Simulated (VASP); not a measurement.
# BeS: single point with PBE

The system is BeS.

```
Be S
1.0
     0.00000    2.36364    2.36364
     2.36364    0.00000    2.36364
     2.36364    2.36364    0.00000
Be S
1 1
Direct
  0.00000 0.00000 0.00000
  0.50000 0.50000 0.50000
```

This cell differs from its parent crystal: strain +2.0%.

```yaml
Program: VASP 6.6.1
Task: single point
Functional: PBE
Potentials_or_basis: VASP PAW PBE potentials, release 64 (Be, S)
Cutoff: 520 eV
k_mesh: 10 × 10 × 10
Occupations: fermi-dirac, width 0.02 eV
Spin: no spin polarisation
Dipole_correction: no
Further_INCAR_settings: ALGO = Normal; EDIFF = 1e-06; NBANDS = 11
```

* Pressure: -6.1 GPa
* Band gap on the k mesh: 0.99 eV, indirect (least direct gap 3.87 eV)

Levels at points of the mesh, in eV from the valence-band top:
```
           k point  band 1  band 2  band 3  band 4  band 5  band 6  band 7  band 8
(0.00, 0.00, 0.00)  -14.54   -0.23   -0.23   -0.23    4.68    8.94    8.94    8.94
(0.50, 0.00, 0.00)  -12.48   -6.73   -0.42   -0.42    4.07    4.08    4.08    9.67
(0.50, 0.50, 0.00)  -11.57   -6.25   -2.88   -2.88    0.99    4.64   11.28   11.28
```

It took 14 s on 1 thread of Intel(R) Xeon(R) Platinum 8488C (Sapphire Rapids), with other jobs on the host, peak memory 0.15 GiB.

Caveat: the cell differs from its parent crystal (strain +2.0%). A k mesh can miss the band edges.
